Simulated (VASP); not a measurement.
# In3Se (Pm-3m) in VASP: settings compared, part 2 of 2

VASP 6.6.1. The steps go on from the part before.

## Step 3: Single point, r2SCAN

This run uses another cell than the first one, of 28.27 Å³/atom, 1.020 times its volume.

POSCAR reads:

```
In3Se
1.0
    4.8355718940      0.0000000000      0.0000000000
    0.0000000000      4.8355718940      0.0000000000
    0.0000000000      0.0000000000      4.8355718940
In Se
3 1
Direct
    0.5000000000      0.5000000000      0.0000000000
    0.5000000000      0.0000000000      0.5000000000
    0.0000000000      0.5000000000      0.5000000000
    0.0000000000      0.0000000000      0.0000000000
```

INCAR.step1 reads:

```
SYSTEM = In3Se
PREC = Accurate ; ENCUT = 520
ISMEAR = -1 ; SIGMA = 0.05
LREAL = .False. ; LASPH = .True.
NELM = 60 ; NBANDS = 30
GGA = PE ; ALGO = Normal
EDIFF = 1E-4 ; LWAVE = .True.
LCHARG = .False.
```

INCAR.step2 reads:

```
SYSTEM = In3Se
PREC = Accurate ; ENCUT = 520
EDIFF = 1E-6 ; ISMEAR = -1
SIGMA = 0.05 ; LREAL = .False.
LASPH = .True. ; NELM = 60
ALGO = Normal ; ISIF = 2
LWAVE = .False. ; LCHARG = .False.
METAGGA = R2SCAN ; LMIXTAU = .True.
NBANDS = 30 ; ISTART = 1
```

KPOINTS reads:

```
Automatic mesh
0
Gamma
  6 6 6
  0 0 0
```

Potentials or basis: VASP PAW PBE potentials, release 64 (In_d, Se).

On the command line:

```bash
cat potpaw_PBE.64/In_d/POTCAR potpaw_PBE.64/Se/POTCAR > POTCAR
cp INCAR.step1 INCAR
mpirun -np 1 vasp_std > vasp.out
cp INCAR.step2 INCAR
mpirun -np 1 vasp_std > vasp.out
```

OUTCAR:

```text
SYSTEM = In3Se
   PREC = Accurate
   ENCUT = 520
   EDIFF = 1E-6
   ISMEAR = -1
   LREAL = .False.
   LASPH = .True.
   NELM = 60
   ISIF = 2
   METAGGA = R2SCAN
   ISTART = 1

 ion  position               nearest neighbor table
   1  0.500  0.500  0.000-   2 3.42   3 3.42   2 3.42   3 3.42   2 3.42   2 3.42   3 3.42   3 3.42

   2  0.500  0.000  0.500-   1 3.42   3 3.42   1 3.42   1 3.42   3 3.42   1 3.42   3 3.42   3 3.42

   3  0.000  0.500  0.500-   1 3.42   2 3.42   1 3.42   2 3.42   1 3.42   2 3.42   1 3.42   2 3.42

   4  0.000  0.000  0.000-

  LATTYP: Found a simple cubic cell.
 ALAT       =     4.8355718940

  Lattice vectors:

 A1 = (   4.8355718940,   0.0000000000,   0.0000000000)
 A2 = (   0.0000000000,   4.8355718940,   0.0000000000)
 A3 = (   0.0000000000,   0.0000000000,   4.8355718940)

Analysis of symmetry for initial positions (statically):
=====================================================================
 Subroutine PRICEL returns:
 Original cell was already a primitive cell.

[... 164 lines left out ...]
  free energy    TOTEN  =       -82.47918972 eV

  energy without entropy =      -82.46721026  energy(sigma->0) =      -82.47319999

 E-fermi :   5.7876     XC(G=0): -10.2219

 val. band max:        5.6560408844   @ k =   0.5000   0.0000   0.0000
 cond. band min:       5.8240802098   @ k =   0.5000   0.3333   0.1667
 fundamental gap:      0.1680393255
 Fermi energy:         5.7875914045

 k-point     1 :       0.0000    0.0000    0.0000
  band No.  band energies     occupation
      1      -9.6931      2.00000
      2      -9.6931      2.00000
      3      -9.6931      2.00000
      4      -9.6869      2.00000
      5      -9.5846      2.00000
      6      -9.5846      2.00000
[... 649 lines left out ...]
     29      14.1560      0.00000
     30      14.2920      0.00000

------------------------ aborting loop because EDIFF is reached ----------------------------------------

  FORCE on cell =-STRESS in cart. coord.  units (eV):
  Direction    XX          YY          ZZ          XY          YZ          ZX
  --------------------------------------------------------------------------------------
  -------------------------------------------------------------------------------------
  Total       -1.2843966     -1.2843966     -1.2843966      0.0000000      0.0000000     -0.0000000
  in kB      -18.1997820    -18.1997820    -18.1997820      0.0000000      0.0000000     -0.0000000
  external PRESSURE =     -18.1997820 kB  Pullay stress =       0.0000000 kB

 VOLUME and BASIS-vectors are now :
 -----------------------------------------------------------------------------
  energy-cutoff  :      520.00
  volume of cell :      113.07
      direct lattice vectors                 reciprocal lattice vectors
     4.835571894  0.000000000  0.000000000     0.206800772  0.000000000  0.000000000
     0.000000000  4.835571894  0.000000000     0.000000000  0.206800772  0.000000000
     0.000000000  0.000000000  4.835571894     0.000000000  0.000000000  0.206800772

 POSITION                                       TOTAL-FORCE (eV/Angst)
 -----------------------------------------------------------------------------------
      2.41779      2.41779      0.00000         0.000000      0.000000      0.000000
      2.41779      0.00000      2.41779         0.000000      0.000000      0.000000
      0.00000      2.41779      2.41779         0.000000      0.000000      0.000000
      0.00000      0.00000      0.00000         0.000000      0.000000      0.000000
 -----------------------------------------------------------------------------------
    total drift:                                0.000000      0.000000      0.000000

  FREE ENERGIE OF THE ION-ELECTRON SYSTEM (eV)
  ---------------------------------------------------
  free  energy   TOTEN  =       -82.4791897170 eV

  energy  without entropy=      -82.4672102566  energy(sigma->0) =      -82.47319999
```

OUTCAR.step1:

```text
SYSTEM = In3Se
   PREC = Accurate
   ENCUT = 520
   ISMEAR = -1
   LREAL = .False.
   LASPH = .True.
[... 884 lines left out ...]
      2.41779      0.00000      2.41779         0.000000      0.000000      0.000000
      0.00000      2.41779      2.41779         0.000000      0.000000      0.000000
      0.00000      0.00000      0.00000         0.000000      0.000000      0.000000
 -----------------------------------------------------------------------------------
    total drift:                                0.000000      0.000000      0.000000

  FREE ENERGIE OF THE ION-ELECTRON SYSTEM (eV)
  ---------------------------------------------------
  free  energy   TOTEN  =       -11.6801392832 eV

  energy  without entropy=      -11.6674659586  energy(sigma->0) =      -11.67380262
```

OSZICAR.step1:

```text
N       E                     dE             d eps       ncg     rms          rms(c)
DAV:   1     0.401532030843E+03    0.40153E+03   -0.21046E+04  1200   0.185E+03
DAV:   2     0.289976269148E+02   -0.37253E+03   -0.36450E+03  1206   0.443E+02
DAV:   3    -0.101677013104E+02   -0.39165E+02   -0.37907E+02  1518   0.158E+02
DAV:   4    -0.119518886703E+02   -0.17842E+01   -0.17806E+01  1362   0.355E+01
DAV:   5    -0.120316781217E+02   -0.79789E-01   -0.79786E-01  1752   0.657E+00    0.384E+00
DAV:   6    -0.116828235014E+02    0.34885E+00   -0.10659E+00  1796   0.767E+00    0.218E+00
DAV:   7    -0.116840228738E+02   -0.11994E-02   -0.15307E-01  1414   0.174E+00    0.958E-01
DAV:   8    -0.116806927708E+02    0.33301E-02   -0.13184E-02  1630   0.665E-01    0.232E-01
DAV:   9    -0.116801231825E+02    0.56959E-03   -0.42078E-03  1620   0.357E-01    0.990E-02
DAV:  10    -0.116801392832E+02   -0.16101E-04   -0.45001E-04  1080   0.180E-01
   1 F= -.11680139E+02 E0= -.11673803E+02  d E =-.126733E-01
```

It took 8.1 min on 1 thread of AMD EPYC 7R13, shared host; peak memory 0.21 GiB.

Results:

```
Free energy : -82.4792 eV
Pressure    : -1.8 GPa
```

Caveat: the PAW data sets were made with another functional, which shifts forces and pressure a little; spin-orbit coupling is left out, which moves the levels of the heavy elements.

## Step 4: Single point, PBEsol

INCAR reads:

```
SYSTEM = In3Se
  PREC = Accurate
  ENCUT = 520
  EDIFF = 1E-6
  ISMEAR = -1
  SIGMA = 0.05
  LREAL = .FALSE.
  LASPH = .TRUE.
  NELM = 100
  ALGO = Normal
  ISIF = 2
  LWAVE = .FALSE.
  LCHARG = .TRUE.
  GGA = PS
  LELF = .TRUE.
  LVHAR = .TRUE.
  NBANDS = 30
```

KPOINTS reads:

```
Automatic mesh
0
G
  4 4 4
  0 0 0
```

POSCAR reads:

```
In3Se
1.0
    4.8037580000      0.0000000000      0.0000000000
    0.0000000000      4.8037580000      0.0000000000
    0.0000000000      0.0000000000      4.8037580000
In Se
3 1
Direct
    0.5000000000      0.5000000000      0.0000000000
    0.5000000000      0.0000000000      0.5000000000
    0.0000000000      0.5000000000      0.5000000000
    0.0000000000      0.0000000000      0.0000000000
```

On the command line:

```bash
cat potpaw_PBE.64/In_d/POTCAR potpaw_PBE.64/Se/POTCAR > POTCAR
mpirun -np 1 vasp_std > vasp.out
```

Run time: 26 s. Hardware: 1 thread of Intel Xeon Platinum 8259CL at 2.50GHz (Skylake/Cascade Lake), shared host; peak memory 0.2 GiB.

The run converged. Its results:

```
Free energy : -13.1181 eV
Pressure    : -2.8 GPa
```

Levels at points of the mesh, in eV from the Fermi level:
```csv
k point,band 19,band 20,band 21,band 22,band 23,band 24,band 25,band 26,band 27,band 28
"(0.00, 0.00, 0.00)",-3.30,-3.30,-2.32,-2.32,1.07,1.07,1.07,4.09,4.09,4.09
"(0.50, 0.00, 0.00)",-2.47,-2.47,-1.77,-1.07,-0.18,-0.18,1.30,3.61,3.68,3.68
"(0.50, 0.50, 0.00)",-5.78,-1.97,-0.94,-0.75,-0.75,1.30,1.69,1.69,1.79,4.65
"(0.50, 0.50, 0.50)",-4.43,-4.21,-4.21,-4.21,-3.27,2.95,2.95,2.95,7.83,7.88
```

Caveat: the PAW data sets were made with another functional, which shifts forces and pressure a little; spin-orbit coupling is left out, which moves the levels of the heavy elements.

## Step 5: Single point, PBEsol, non-collinear spin, zero start, spin-orbit coupling

INCAR reads:

```
PREC = Accurate ; ENCUT = 520
EDIFF = 1E-7 ; ISMEAR = -1
SIGMA = 0.05 ; LREAL = False
LASPH = True ; NELM = 150
ALGO = Normal ; ISIF = 2
LWAVE = False ; LCHARG = False
LNONCOLLINEAR = True ; MAGMOM = 0 0 0 0 0 0 0 0 0 0 0 0
LORBIT = 11 ; LSORBIT = True
GGA_COMPAT = False ; LORBMOM = True
GGA = PS ; NBANDS = 59
```

KPOINTS reads:

```
regular mesh
0
Gamma
  4 4 4
```

POSCAR is that of step 4.

On the command line:

```bash
cat potpaw_PBE.64/In_d/POTCAR potpaw_PBE.64/Se/POTCAR > POTCAR
mpirun -np 1 vasp_ncl > vasp.out
```

It took 1.8 min on 1 thread of Intel Xeon Platinum 8259CL at 2.50GHz (Skylake/Cascade Lake), shared host; peak memory 0.41 GiB.

It converged, with:

```
Free energy                                           : -13.2300 eV
Pressure                                              : -2.8 GPa
Net moment                                            : 0.00 μB per cell
Valence electrons inside the program's atomic spheres : In 11.27; Se 3.71
```

Moments on the atoms (μB; x, y, z):
```
In  0.00 0.00 0.00
In  0.00 0.00 0.00
In  0.00 0.00 0.00
Se  0.00 0.00 0.00
```

Caveat: the PAW data sets were made with another functional, which shifts forces and pressure a little.

## Step 6: The runs side by side

| level | spin | cell | k mesh | gap on the mesh (eV) | pressure (GPa) |
| --- | --- | --- | --- | --- | --- |
| r2SCAN | off | a = 4.804 Å, 4 atoms | 6 × 6 × 6 | none | -1.2 |
| r2SCAN | off | a = 4.836 Å, 4 atoms | 6 × 6 × 6 | none | -1.8 |
| PBEsol | off | a = 4.804 Å, 4 atoms | 4 × 4 × 4 | none | -2.8 |
| PBEsol | non-collinear, zero start, SOC | a = 4.804 Å, 4 atoms | 4 × 4 × 4 | - | -2.8 |

Alike in all rows: task single point; potentials or basis VASP PAW PBE potentials, release 64 (In_d, Se); cutoff (eV) 520; smearing fermi-dirac 0.05 eV.

The pressure there spans -2.8 GPa (PBEsol) to -1.2 GPa (r2SCAN); a positive pressure means that this level wants a larger cell, a negative one a smaller.

Caveats: the PAW data sets were made with another functional, which shifts forces and pressure a little; spin-orbit coupling is left out, which moves the levels of the heavy elements (some runs).

Absolute energies hang on the potentials; compare differences alone.
